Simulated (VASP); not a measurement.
ZnS:

```xyz
2
Lattice="0.0000 2.6839 2.6839 2.6839 0.0000 2.6839 2.6839 2.6839 0.0000" Properties=species:S:1:pos:R:3 pbc="T T T"
Zn    4.0258    4.0258    4.0258
S     0.0000    0.0000    0.0000
```

Base run:

| Item | Value |
| --- | --- |
| Program | VASP 6.6.1 |
| Functional | BLYP |
| Potentials or basis | VASP PAW PBE potentials, release 64 (Zn, S) |
| Cutoff | 520 eV |
| k mesh | 9 × 9 × 9 |
| Occupations | fermi-dirac, width 0.05 eV |
| Spin | no spin polarisation |

Its results: band gap on the k mesh 2.22 eV, direct; pressure 7.3 GPa.

Task: After a change of settings the same cell gave: band gap on the k mesh 2.07 eV, direct; pressure -0.3 GPa. Which change was it?
A. functional from BLYP to r2SCAN; further incar settings from ALGO = Normal; EDIFF = 1e-07; NBANDS = 16 to ALGO = Normal; EDIFF = 1e-06; NBANDS = 16
B. functional from BLYP to PBEsol
C. further incar settings from ALGO = Normal; EDIFF = 1e-07; NBANDS = 16 to ALGO = Normal; EDIFF = 1e-06; NBANDS = 16; dispersion from none to D3(BJ)
D. functional from BLYP to revPBE

Result: B.

PBEsol binds more tightly than BLYP, so the same cell stands under less pressure.

Caveats: the PAW data sets were made with another functional, which shifts forces and pressure a little.
